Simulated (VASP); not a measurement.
The system is GeW.

```
Ge W
1.0
     0.00000    2.57761    2.57761
     2.57761    0.00000    2.57761
     2.57761    2.57761    0.00000
Ge W
1 1
Direct
  0.50000 0.50000 0.50000
  0.00000 0.00000 0.00000
```

- Program: VASP 6.6.1
- Task: relaxation of cell and atoms
- Functional: PBEsol
- Dispersion: D3(BJ)
- Potentials or basis: VASP PAW PBE potentials, release 64 (Ge_d, W_sv)
- Cutoff: 600 eV
- k mesh: 9 × 9 × 9
- Occupations: fermi-dirac, width 0.05 eV
- Spin: no spin polarisation

At the start: pressure -10.4 GPa; volume 17.13 Å³/atom.

Where does the relaxation end?

Over 4 steps the energy falls by 33.4 meV/atom and the volume is 16.16 Å³/atom (-5.7 %); space group Fm-3m (No. 225, to 0.05 Å).

The path:
```csv
step,energy change (eV),largest force (eV/Å),pressure (GPa),volume (Å³)
1,0.0000,0.0000,-10.41,34.25
2,0.1863,0.0000,27.31,29.03
3,-0.0668,0.0000,-0.36,32.36
4,-0.0669,0.0000,-0.09,32.31
```

Final structure:
```
CELL_PARAMETERS angstrom
0.00000 2.52800 2.52800
2.52800 0.00000 2.52800
2.52800 2.52800 0.00000
ATOMIC_POSITIONS crystal
Ge 0.50000 0.50000 0.50000
W 0.00000 0.00000 0.00000
```

Caveat: the PAW data sets were made with another functional, which shifts forces and pressure a little; pairwise dispersion overbinds metals, which lowers pressure and volume.
